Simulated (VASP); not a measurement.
Here is a VASP 6.6.1 calculation.

File INCAR:

```
SYSTEM = NaScTe2
PREC = Accurate
ENCUT = 520
EDIFF = 1E-6
ISMEAR = 0
SIGMA = 0.1
LREAL = .FALSE.
LASPH = .TRUE.
NELM = 150
ALGO = Normal
ISIF = 2
LWAVE = .FALSE.
LCHARG = .TRUE.
ISPIN = 2
MAGMOM = 0 1 0 0
LORBIT = 11
LMAXMIX = 4
GGA = PE
LELF = .TRUE.
LVHAR = .TRUE.
NBANDS = 27
```

The input KPOINTS:

```
Automatic mesh
0
G
  4 4 2
  0 0 0
```

The input POSCAR:

```
NaScTe2
1.0
    4.6584325270      0.0000000000      0.0000000000
    0.0000000000      4.6584325270      0.0000000000
    0.0000000000      0.0000000000     10.0530542667
Na Sc Te
1 1 2
Direct
    0.0000000000      0.0000000000      0.0000000000
    0.5000000000      0.5000000000      0.0000000000
    0.5000000000      0.5000000000      0.2598699106
    0.5000000000      0.5000000000      0.7401300894
```

Potentials or basis: VASP PAW PBE potentials, release 64 (Na_pv, Sc_sv, Te).

Run with:

```sh
$ cat potpaw_PBE.64/Na_pv/POTCAR potpaw_PBE.64/Sc_sv/POTCAR potpaw_PBE.64/Te/POTCAR > POTCAR
$ mpirun -np 1 vasp_std > vasp.out
```

Q: What does it give for the net moment?

A: -0.01 μB per cell.

Q: What does it give for the band gap on the k mesh?

A: Zero (filled and empty bands overlap).

Q: What does it give for the largest force?

A: 0.020 eV/Å.

Q: Estimate the pressure.

A: 0.1 GPa.

Stress tensor (GPa, compression positive):
```
0.03 0.00 0.00
0.00 0.03 0.00
0.00 0.00 0.13
```

Caveat: spin-orbit coupling is left out, which moves the levels of the heavy elements.
